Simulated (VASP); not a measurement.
Write the native input for VASP 6.6.1 that does the following.

- Task: single point
- Functional: PBE
- Potentials or basis: VASP PAW PBE potentials, release 64 (Li_sv, Tm_3, Ge_d), 4f in core
- Cutoff: 750 eV
- k mesh: 6 × 6 × 4
- Occupations: gaussian, width 0.1 eV
- Spin: no spin polarisation
- Dipole correction: no
- Further INCAR settings: ALGO = Normal; EDIFF = 1e-06; NBANDS = 26

The structure of Li4TmGe lies in POSCAR:

```
Li4TmGe
1.0
    4.6530466453      0.0000000000      0.0000000000
   -2.3265233227      4.0296565999      0.0000000000
    0.0000000000      0.0000000000      5.9250314482
Li Tm Ge
4 1 1
Direct
    0.3333333333      0.6666666667      0.2085733433
    0.3333333333      0.6666666667      0.7914266567
    0.6666666667      0.3333333333      0.7914266567
    0.6666666667      0.3333333333      0.2085733433
    0.0000000000      0.0000000000      0.5000000000
    0.0000000000      0.0000000000      0.0000000000
```

The cell was generated, and may not be a known phase.

These files were run (other wordings do the same):

INCAR

```
  ALGO = Normal
  EDIFF = 1E-6
  ENCUT = 750
  GGA = PE
  GGA_COMPAT = False
  ISIF = 2
  ISMEAR = 0
  LASPH = True
  LCHARG = False
  LMAXMIX = 6
  LREAL = False
  LWAVE = False
  NBANDS = 26
  NELM = 200
  PREC = Accurate
  SIGMA = 0.1
```

KPOINTS

```
k-points
0
Gamma
  6 6 4
```

Potentials or basis: VASP PAW PBE potentials, release 64 (Li_sv, Tm_3, Ge_d), 4f in core.

Command:

```console
$ cat potpaw_PBE.64/Li_sv/POTCAR potpaw_PBE.64/Tm_3/POTCAR potpaw_PBE.64/Ge_d/POTCAR > POTCAR
$ mpirun -np 1 vasp_std > vasp.out
```

It gave:

```yaml
Pressure: -0.5 GPa
Largest_force: 0.009 eV/Å
Band_gap_on_the_k_mesh: zero (an odd number of electrons rules out a gap without spin polarisation)
```

Caveat: spin-orbit coupling is left out, which moves the levels of the heavy elements; the 4f electrons are frozen in the core, so they carry no moment and show no levels.

Wall time 67 s on 1 thread of AMD EPYC 9R45 96-Core Processor (Zen 5) (shared host), peak memory 0.33 GiB.
